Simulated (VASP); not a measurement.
Here is a VASP 6.6.1 calculation.

File INCAR:

```
SYSTEM = Hg
PREC = Accurate ; ENCUT = 500
EDIFF = 1E-7 ; ISMEAR = -1
SIGMA = 0.1 ; LREAL = .False.
LASPH = .True. ; NELM = 120
ALGO = Normal ; ISIF = 3
LWAVE = .False. ; LCHARG = .False.
GGA = RE ; IBRION = 2
NSW = 80 ; EDIFFG = -0.01
GGA_COMPAT = .False. ; NELMIN = 4
```

File KPOINTS:

```
Automatic mesh
0
Gamma
  11 11 11
  0 0 0
```

POSCAR

```
Hg
1.0
    2.9208326038      0.0000000000      0.0000000000
    0.0000000000      2.9208326038      0.0000000000
    0.0000000000      0.0000000000      2.9208326038
Hg
1
Direct
    0.0000000000      0.0000000000      0.0000000000
```

Potentials or basis: VASP PAW PBE potentials, release 64 (Hg).

Run with:

```sh
$ cat potpaw_PBE.64/Hg/POTCAR > POTCAR
$ mpirun -np 1 vasp_std > vasp.out
```

Predict the relaxed volume.

73.67 Å³/atom.

Estimate the relaxed cell.

a = 4.192 Å, b = 4.192 Å, c = 4.192 Å, α = 90.00°, β = 90.00°, γ = 90.00°.

Final structure:
```
Hg
1.0
     4.19215    0.00000    0.00000
     0.00000    4.19215    0.00000
     0.00000    0.00000    4.19215
Hg
1
Direct
  0.00000 0.00000 0.00000
```

Caveat: the volume moved by over 15 % at a fixed basis, so the end points are rough; the PAW data sets were made with another functional, which shifts forces and pressure a little.
